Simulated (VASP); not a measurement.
Here is a VASP 6.6.1 calculation.

File POSCAR:

```
GaP
1.0
    0.0000000000      2.7252500000      2.7252500000
    2.7252500000      0.0000000000      2.7252500000
    2.7252500000      2.7252500000      0.0000000000
Ga P
1 1
Direct
    0.0000000000      0.0000000000      0.0000000000
    0.2500000000      0.2500000000      0.2500000000
```

The input INCAR.step1:

```
PREC     = Accurate       # precision mode
ENCUT    = 520            # plane-wave cutoff, eV
EDIFF    = 1E-5           # SCF threshold, eV
ISMEAR   = 0              # smearing method
SIGMA    = 0.1            # smearing width, eV
LREAL    = False          # projectors in reciprocal space
LASPH    = True           # aspherical terms in the spheres
NELM     = 100            # most SCF steps
ALGO     = Normal         # electronic algorithm
ISIF     = 2              # what is computed and relaxed
LWAVE    = True           # write WAVECAR
LCHARG   = False          # write CHGCAR
NBANDS   = 16             # bands
GGA      = PE             # functional
```

File INCAR.step2:

```
PREC     = Accurate       # precision mode
ENCUT    = 520            # plane-wave cutoff, eV
EDIFF    = 1E-6           # SCF threshold, eV
ISMEAR   = 0              # smearing method
SIGMA    = 0.1            # smearing width, eV
LREAL    = False          # projectors in reciprocal space
LASPH    = True           # aspherical terms in the spheres
NELM     = 100            # most SCF steps
ALGO     = Normal         # electronic algorithm
ISIF     = 2              # what is computed and relaxed
LWAVE    = False          # write WAVECAR
LCHARG   = False          # write CHGCAR
GGA      = PE             # functional
LHFCALC  = True           # exact exchange
HFSCREEN = 0.2079         # screening, 1/A
PRECFOCK = Normal       
NBANDS   = 16             # bands
ISTART   = 1
```

Contents of KPOINTS:

```
regular mesh
0
Gamma
  6 6 6
```

Potentials or basis: VASP PAW PBE potentials, release 64 (Ga_d, P).

Launch:

```sh
$ cat potpaw_PBE.64/Ga_d/POTCAR potpaw_PBE.64/P/POTCAR > POTCAR
$ cp INCAR.step1 INCAR
$ mpirun -np 1 vasp_std > vasp.out
$ cp INCAR.step2 INCAR
$ mpirun -np 1 vasp_std > vasp.out
```

**Question.** Predict the band gap on the k mesh.

**Answer.** 2.29 eV, indirect (least direct gap 2.80 eV).

**Question.** What does it give for the pressure?

**Answer.** 0.6 GPa.

Caveat: the PAW data sets were made with another functional, which shifts forces and pressure a little.

**What was measured.**

“Stacking defects in GaP nanowires: Electronic structure and optical properties”, 2018, arxiv:1810.01194 quotes, for a bulk crystal of GaP at 10 K: band gap 2.34 eV (indirect).

Measured gap of GaP: 2.34 eV (indirect; 10 K; quoted in “Stacking defects in GaP nanowires: Electronic structure and optical properties”, 2018, arxiv:1810.01194). This calculation gives 2.29 eV (-0.05 eV). Spin-orbit coupling on Ga is left out. The value is that of HSE06 on a finite k mesh, which can miss the band edges, without temperature or zero-point motion.
